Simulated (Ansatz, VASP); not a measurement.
**Sn: VASP beside Ansatz**

```xyz
2
Lattice="0.0000 3.2381 3.2381 3.2381 0.0000 3.2381 3.2381 3.2381 0.0000" Properties=species:S:1:pos:R:3 pbc="T T T"
Sn    3.2381    3.2381    3.2381
Sn    4.8571    4.8571    4.8571
```

Alike in both runs: task single point; functional LDA; k mesh 9 × 9 × 9; occupations fermi-dirac, width 0.01 eV; no spin polarisation.

|  | VASP | Ansatz |
| --- | --- | --- |
| version | VASP 6.6.1 | Ansatz 0.2.0 |
| potentials or method | VASP PAW LDA potentials, release 64 (Sn_d), cutoff 520 eV | plane waves (420 eV) with PAW, scalar-relativistic |
| valence electrons in the cell | 28 | 28 |

```csv
,VASP,Ansatz,Ansatz less VASP
pressure (GPa),-0.1,-0.1,0.00
```

Ansatz warns that its potentials were made for another functional, while VASP's fit it. LDA's correlation is that of Perdew and Zunger in VASP and of Perdew and Wang (1992) in Ansatz.
